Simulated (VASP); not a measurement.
The system is Li2ICl.

```xyz
4
Lattice="3.4975 0.0000 0.0000 0.0000 3.4975 0.0000 0.0000 0.0000 4.9462" Properties=species:S:1:pos:R:3 pbc="T T T"
Cl    0.0000    0.0000    0.0000
Li    0.0000    0.0000    2.4731
Li    1.7487    1.7487    0.0000
I     1.7487    1.7487    2.4731
```

| Property | Result |
| --- | --- |
| Program | VASP 6.6.1 |
| Task | relaxation of cell and atoms |
| Functional | PBE |
| Potentials or basis | VASP PAW PBE potentials, release 64 (Cl, Li_sv, I) |
| Cutoff | 600 eV |
| k mesh | 6 × 6 × 6 |
| Occupations | fermi-dirac, width 0.02 eV |
| Spin | no spin polarisation |

At the start: pressure 23.3 GPa; volume 15.13 Å³/atom.

**Question.** How do energy, volume and symmetry change on relaxing?

**Answer.** Over 12 steps the energy falls by 382.8 meV/atom and the volume is 22.58 Å³/atom (+49.3 %); space group P4/mmm (No. 123, to 0.1 Å) before and after.

The path:
| step | energy change (eV) | largest force (eV/Å) | pressure (GPa) | volume (Å³) |
| --- | --- | --- | --- | --- |
| 1 | 0.0000 | 0.0000 | 23.33 | 60.50 |
| 2 | -1.4588 | 0.0000 | 3.00 | 81.91 |
| 3 | -1.5209 | 0.0000 | 1.00 | 86.99 |
| 4 | -1.4869 | 0.0000 | -1.74 | 97.78 |
| 5 | -1.5307 | 0.0000 | -0.10 | 90.57 |
| 6 | -1.5307 | 0.0000 | 0.10 | 89.88 |
| 7 | -1.5308 | 0.0000 | 0.10 | 89.88 |
| 8 | -1.5309 | 0.0000 | 0.10 | 89.87 |
| 9 | -1.5309 | 0.0000 | 0.11 | 89.85 |
| 10 | -1.5309 | 0.0000 | 0.10 | 89.86 |
| 11 | -1.5310 | 0.0000 | 0.04 | 90.12 |
| 12 | -1.5310 | 0.0000 | -0.02 | 90.32 |

Final structure:
```xyz
4
Lattice="4.0201 0.0000 0.0000 0.0000 4.0201 0.0000 0.0000 0.0000 5.5888" Properties=species:S:1:pos:R:3 pbc="T T T"
Cl    0.0000    4.0201    0.0000
Li    0.0000    4.0201    2.7944
Li    2.0100    2.0100    0.0000
I     2.0100    2.0100    2.7944
```

Caveat: the cutoff is under 1.25 times the usual one of these potentials, so pressure, stress and relaxed cells hold a basis-set (Pulay) error; the volume moved by over 15 % at a fixed basis, so the end points are rough.
